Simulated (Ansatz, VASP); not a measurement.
One calculation of Ir3Ru4, two programs

```
CELL_PARAMETERS angstrom
4.85681 0.00000 0.00000
0.00000 4.85681 0.00000
0.00000 0.00000 4.85681
ATOMIC_POSITIONS crystal
Ru 0.50000 0.00000 0.00000
Ru 0.00000 0.50000 0.00000
Ru 0.00000 0.00000 0.50000
Ru 0.50000 0.50000 0.50000
Ir 0.00000 0.50000 0.50000
Ir 0.50000 0.00000 0.50000
Ir 0.50000 0.50000 0.00000
```

Alike in both runs: task relaxation of cell and atoms; functional PBE; k mesh 4 × 4 × 4; occupations gaussian, width 0.1 eV; no spin polarisation.

|  | VASP | Ansatz |
| --- | --- | --- |
| version | VASP 6.6.1 | Ansatz 0.2.0 |
| potentials or method | VASP PAW PBE potentials, release 64 (Ru_pv, Ir), cutoff 600 eV | scalar-relativistic, plane waves, PAW |
| valence electrons in the cell | 83 | 115 |

```tsv
	VASP	Ansatz	Ansatz less VASP
gap on the k mesh at the Fermi level, each at its own relaxed structure (eV)	none	none	-
relaxed volume (Å³/atom)	17.91	17.88	-0.028
relaxed cell length with the largest relative difference (Å)	5.005	5.002	-0.0026
```

A gap of «none» marks a metal or a gap that the smearing closes. VASP's potentials hold 83 valence electrons a cell and Ansatz's 115, so a difference there can come from the potentials and not from the codes.

Spin-orbit coupling is off throughout. Noted on VASP's run: too few bands were computed for a metal, which touches its energy and stress.
